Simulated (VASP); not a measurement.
ZnS, 4 atoms in the cell. The structure is hexagonal, space group P6_3mc (No. 186). The conventional cell has a = 3.861 Å, b = 3.861 Å, c = 6.316 Å, α = 90.00°, β = 90.00°, γ = 120.00°. Zn (site symmetry 3m) has 4 S at 2.34 to 2.43 Å within 3.1 Å. Within 3.1 Å of S (site symmetry 3m) lie 4 Zn at 2.34 to 2.43 Å. 

```yaml
Program: VASP 6.6.1
Task: single point
Functional: PBE
Potentials_or_basis: VASP PAW PBE potentials, release 64 (Zn, S)
Cutoff: 520 eV
k_mesh: 8 × 8 × 5
Occupations: fermi-dirac, width 0.03 eV
Spin: no spin polarisation
Dipole_correction: no
Further_INCAR_settings: ALGO = Normal; EDIFF = 1e-07; NBANDS = 26
```

Potentials or basis: VASP PAW PBE potentials, release 64 (Zn, S).

Command:

```bash
$ cat potpaw_PBE.64/Zn/POTCAR potpaw_PBE.64/S/POTCAR > POTCAR
$ mpirun -np 1 vasp_std > vasp.out
```

Hardware: 1 thread of Intel Xeon 8259CL (shared host).

Task: Estimate the wall time of this run.

Result: It took 97 s on 1 thread of Intel Xeon 8259CL (shared host), peak memory 0.22 GiB. Counts: scf iterations 14, k points 30.
